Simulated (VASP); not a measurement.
Runs of VASP 6.6.1 on H5C2Cl. The cells are those of the table. 

| cell | gap on the mesh (eV) | pressure (GPa) | largest force (eV/Å) |
| --- | --- | --- | --- |
| a = 7.217 Å, 24 atoms | 4.73 | (d) | 3.67 |
| a = 6.908 Å, 24 atoms | 4.28 | (b) | 2.40 |
| a = 7.170 Å, 24 atoms | 4.61 | -0.2 | (c) |
| a = 6.929 Å, 24 atoms | 4.44 | (a) | 2.51 |
| a = 7.071 Å, 24 atoms | 4.70 | -0.6 | 3.99 |
| a = 7.084 Å, 24 atoms | 4.93 | -0.4 | 3.42 |

Alike in all rows: task single point; level PBE+D3(BJ); potentials or basis VASP PAW PBE potentials, release 64 (C, H, Cl); no spin polarisation; k mesh 1 × 1 × 1; cutoff (eV) 520; smearing fermi-dirac 0.02 eV.

Problem. Estimate the missing entries.

Solution. (a) 1.3; (b) 0.8; (c) 3.75; (d) 1.9.

Caveats: all runs use coarse meshes.

A k mesh can miss the band edges.
